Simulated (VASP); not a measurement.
Crystal: Ba7O.

```
Ba O
1.0
     3.48557    2.01240    6.34762
    -3.48557    2.01240    6.34762
     0.00000   -4.02479    6.34762
Ba O
7 1
Direct
  0.50000 0.50000 0.00000
  0.00000 0.50000 0.50000
  0.50000 0.00000 0.50000
  0.50000 0.50000 0.50000
  0.00000 0.00000 0.50000
  0.50000 0.00000 0.00000
  0.00000 0.50000 0.00000
  0.00000 0.00000 0.00000
```

The cell was generated, and may not be a known phase.

```yaml
Program: VASP 6.6.1
Task: relaxation of cell and atoms
Functional: PBE
Potentials_or_basis: VASP PAW PBE potentials, release 64 (Ba_sv, O)
Cutoff: 600 eV
k_mesh: 3 × 3 × 3
Occupations: gaussian, width 0.1 eV
Spin: no spin polarisation
```

At the start: pressure 7.2 GPa; volume 33.39 Å³/atom.

**Question.** Where does the relaxation end?

**Answer.** Over 7 steps the energy falls by 324.7 meV/atom and the volume is 52.54 Å³/atom (+57.3 %); space group R-3m (No. 166, to 0.1 Å) before, Fm-3m (No. 225, to 0.1 Å).

Step by step:
```tsv
step	energy change (eV)	largest force (eV/Å)	pressure (GPa)	volume (Å³)
1	0.0000	0.0000	7.15	267.15
2	-1.8584	0.0000	2.71	328.92
3	-2.5154	0.0000	0.65	391.47
4	-2.5819	0.0000	0.01	420.27
5	-2.5823	0.0000	-0.06	423.81
6	-2.5894	0.0000	-0.04	422.86
7	-2.5973	0.0000	0.00	420.33
```

Final structure:
```cif
data_structure
_symmetry_space_group_name_H-M 'P 1'
_symmetry_Int_Tables_number 1
_cell_length_a 8.4339
_cell_length_b 8.4339
_cell_length_c 8.4339
_cell_angle_alpha 59.599
_cell_angle_beta 59.599
_cell_angle_gamma 59.599
_cell_volume 420.33
loop_
_atom_site_label
_atom_site_type_symbol
_atom_site_fract_x
_atom_site_fract_y
_atom_site_fract_z
_atom_site_occupancy
Ba1 Ba 0.50000 0.50000 0.00000 1
Ba2 Ba 0.00000 0.50000 0.50000 1
Ba3 Ba 0.50000 0.00000 0.50000 1
Ba4 Ba 0.50000 0.50000 0.50000 1
Ba5 Ba 0.00000 0.00000 0.50000 1
Ba6 Ba 0.50000 0.00000 0.00000 1
Ba7 Ba 0.00000 0.50000 0.00000 1
O1 O 0.00000 0.00000 0.00000 1
```

Caveat: the k points lie up to 0.31 Å⁻¹ apart in the final cell, too coarse for converged energies and pressures of a metal; the volume moved by over 15 % at a fixed basis, so the end points are rough.
